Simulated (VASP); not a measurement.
Write the native input for VASP 6.6.1 that does the following.

```
Task                   : single point
Functional             : BLYP
Potentials or basis    : VASP PAW PBE potentials, release 64 (V_sv)
Cutoff                 : 520 eV
k mesh                 : 16 × 16 × 16
Occupations            : fermi-dirac, width 0.1 eV
Spin                   : no spin polarisation
Dipole correction      : no
Further INCAR settings : ALGO = Normal; EDIFF = 1e-06; NBANDS = 12
```

The structure of V lies in POSCAR:

```
V
1.0
    0.0000000000      1.9276105365      1.9276105365
    1.9276105365      0.0000000000      1.9276105365
    1.9276105365      1.9276105365      0.0000000000
V
1
Direct
    0.0000000000      0.0000000000      0.0000000000
```

One way to write it, as run:

INCAR

```
SYSTEM = V
  AGGAC = 1.0
  AGGAX = 1.0
  ALDAC = 0.0
  ALDAX = 1.0
  ALGO = Normal
  EDIFF = 1E-6
  ENCUT = 520
  GGA = B5
  ISIF = 2
  ISMEAR = -1
  LASPH = .True.
  LCHARG = .False.
  LREAL = .False.
  LWAVE = .False.
  NBANDS = 12
  NELM = 80
  PREC = Accurate
  SIGMA = 0.1
```

KPOINTS

```
k-points
0
Gamma
  16 16 16
  0 0 0
```

Potentials or basis: VASP PAW PBE potentials, release 64 (V_sv).

The run is started by

```console
$ cat potpaw_PBE.64/V_sv/POTCAR > POTCAR
$ mpirun -np 1 vasp_std > vasp.out
```

It gave:

```json
{
  "Pressure": "0.2 GPa"
}
```

Caveat: the PAW data sets were made with another functional, which shifts forces and pressure a little.

Run time: 10 s on 1 thread of Intel(R) Xeon(R) 6975P-C (Granite Rapids), on a shared host, peak memory 0.14 GiB.
